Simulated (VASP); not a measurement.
Cd4Se3:

```
Cd Se
1.0
     4.30000    0.00000    0.00000
    -2.15000    3.72391    0.00000
     0.00000    0.00000   12.60000
Cd Se
4 3
Direct
  0.00000 0.00000 0.76600
  0.66667 0.33333 0.48700
  0.33333 0.66667 0.20900
  0.66667 0.33333 0.90500
  0.00000 0.00000 0.55700
  0.66667 0.33333 0.27900
  0.33333 0.66667 0.00000
```

* Program: VASP 6.6.1
* Task: relaxation of cell and atoms
* Functional: PBE
* Potentials or basis: VASP PAW PBE potentials, release 64 (Cd, Se)
* Cutoff: 600 eV
* k mesh: 4 × 4 × 2
* Occupations: gaussian, width 0.2 eV
* Spin: no spin polarisation

At the start: pressure 1.7 GPa; volume 28.82 Å³/atom.

Question: Where does the relaxation end?

Answer: Over 8 steps the energy falls by 11.8 meV/atom and the volume is 30.00 Å³/atom (+4.1 %); space group P3m1 (No. 156, to 0.1 Å) before and after.

The path:
```csv
step,energy change (eV),largest force (eV/Å),pressure (GPa),volume (Å³)
1,0.0000,0.2546,1.68,201.76
2,-0.0554,0.3240,-0.22,210.70
3,-0.0554,0.3222,-0.18,210.52
4,-0.0645,0.2530,-0.12,210.28
5,-0.0753,0.2277,0.11,209.57
6,-0.0803,0.1442,-0.03,210.39
7,-0.0813,0.0927,-0.11,210.96
8,-0.0829,0.0595,0.07,209.98
```

Final structure:
```yaml
crystal:
  lattice:
    - [4.30675, 0.00000, 0.00000]
    - [-2.15337, 3.72975, 0.00000]
    - [0.00000, 0.00000, 13.07192]
  atoms:
    - { symbol: Cd, position: [0.00000, 0.00000, 0.76529] }
    - { symbol: Cd, position: [0.66667, 0.33333, 0.48355] }
    - { symbol: Cd, position: [0.33333, 0.66667, 0.20384] }
    - { symbol: Cd, position: [0.66667, 0.33333, 0.91365] }
    - { symbol: Se, position: [0.00000, 0.00000, 0.55762] }
    - { symbol: Se, position: [0.66667, 0.33333, 0.27934] }
    - { symbol: Se, position: [0.33333, 0.66667, 0.99971] }
```

Caveat: the k points lie up to 0.42 Å⁻¹ apart in the final cell; the relaxation stopped at a loose force limit of 0.08 eV/Å, so its end isn't a converged minimum.
